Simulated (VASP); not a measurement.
Input of a VASP 6.6.1 run:

The input INCAR:

```
ALGO = Normal
EDIFF = 1E-7
ENCUT = 520
GGA = PE
ISIF = 2
ISMEAR = 0
ISPIN = 2
LASPH = True
LCHARG = False
LMAXMIX = 4
LORBIT = 11
LREAL = False
LWAVE = False
MAGMOM = 1 0 0 0 0 0
NBANDS = 21
NELM = 150
PREC = Accurate
SIGMA = 0.1
```

The input KPOINTS:

```
k-points
0
Gamma
  6 6 4
```

The input POSCAR:

```
ScH5
1.0
    3.4130894405      0.0000000000      0.0000000000
   -1.7065447203      2.9558221609      0.0000000000
    0.0000000000      0.0000000000      3.9968098469
Sc H
1 5
Direct
    0.0000000000      0.0000000000      0.5000000000
    0.3333333333      0.6666666667      0.6628536079
    0.6666666667      0.3333333333      0.6628536079
    0.6666666667      0.3333333333      0.3371463921
    0.3333333333      0.6666666667      0.3371463921
    0.0000000000      0.0000000000      0.0000000000
```

Potentials or basis: VASP PAW PBE potentials, release 64 (Sc_sv, H).

Command:

```console
$ cat potpaw_PBE.64/Sc_sv/POTCAR potpaw_PBE.64/H/POTCAR > POTCAR
$ mpirun -np 1 vasp_std > vasp.out
```

**Question.** Estimate the net moment.

**Answer.** 0.00 μB per cell.

**Question.** Predict the largest force.

**Answer.** 0.029 eV/Å.

Forces on the atoms (eV/Å):
```
Sc   0.000  0.000  0.000
H    0.000  0.000  0.029
H    0.000  0.000  0.029
H    0.000  0.000 -0.029
H    0.000  0.000 -0.029
H    0.000  0.000  0.000
```

Caveat: the k points lie up to 0.39 Å⁻¹ apart.
